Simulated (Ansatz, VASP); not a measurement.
**Rb in VASP and in Ansatz**

```
Rb
1.0
     0.00000    3.49429    3.34869
     3.49429    0.00000    3.34869
     3.49429    3.49429    0.00000
Rb
1
Cartesian
  0.0000 0.0000 0.0000
```

Change from the starting cell: strain -0.040 along x and y, -0.080 along z, atoms carried along.

Alike in both runs: task single point; functional PBE; dispersion D3(BJ); k mesh 12 × 12 × 12; occupations gaussian, width 0.15 eV; no spin polarisation.

```csv
,VASP,Ansatz
version,VASP 6.6.1,Ansatz 0.2.0
potentials or method,"VASP PAW PBE potentials, release 64 (Rb_sv), cutoff 520 eV","scalar-relativistic, plane waves, PAW"
valence electrons in the cell,9,9
```

|  | VASP | Ansatz | Ansatz less VASP |
| --- | --- | --- | --- |
| gap on the k mesh at the Fermi level (eV) | none | none | - |
| pressure (GPa) | 0.2 | 0.2 | 0.00 |

A gap of «none» marks a metal or a gap that the smearing closes.
